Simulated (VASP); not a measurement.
**CdC4: single point with PBE**

Crystal: CdC4.

```
Cd C
1.0
    -2.54512    2.54512    2.54512
     2.54512   -2.54512    2.54512
     2.54512    2.54512   -2.54512
Cd C
1 4
Cartesian
  0.0000 0.0000 0.0000
  1.2726 1.2726 -1.2726
  1.2726 -1.2726 1.2726
  -1.2726 1.2726 1.2726
  1.2726 1.2726 1.2726
```

```yaml
Program: VASP 6.6.1
Task: single point
Functional: PBE
Potentials_or_basis: VASP PAW PBE potentials, release 64 (Cd, C)
Cutoff: 520 eV
k_mesh: 10 × 10 × 10
Occupations: gaussian, width 0.1 eV
Spin: no spin polarisation
Dipole_correction: no
Further_INCAR_settings: ALGO = Normal; EDIFF = 1e-06; NBANDS = 22
```

```
Pressure               : 1.4 GPa
Band gap on the k mesh : zero (band 14 reaches 2.53 eV, above the bottom of band 15 at -0.02 eV)
```

Levels at points of the mesh, in eV from the Fermi level:
```csv
k point,band 10,band 11,band 12,band 13,band 14,band 15,band 16,band 17,band 18,band 19
"(0.00, 0.00, 0.00)",-3.65,-3.65,-3.65,-2.06,-2.06,-2.06,2.65,2.65,2.65,3.32
"(0.50, 0.00, 0.00)",-3.53,-2.31,-0.85,-0.05,0.05,0.36,0.39,1.26,1.65,2.11
"(0.50, 0.50, 0.50)",-5.18,-3.19,-3.19,0.31,0.31,0.31,3.91,3.91,3.91,4.08
```

It took 55 s on 1 thread of Intel(R) Xeon(R) Platinum 8259CL CPU @ 2.50GHz (Skylake/Cascade Lake) (shared host), peak memory 0.23 GiB.
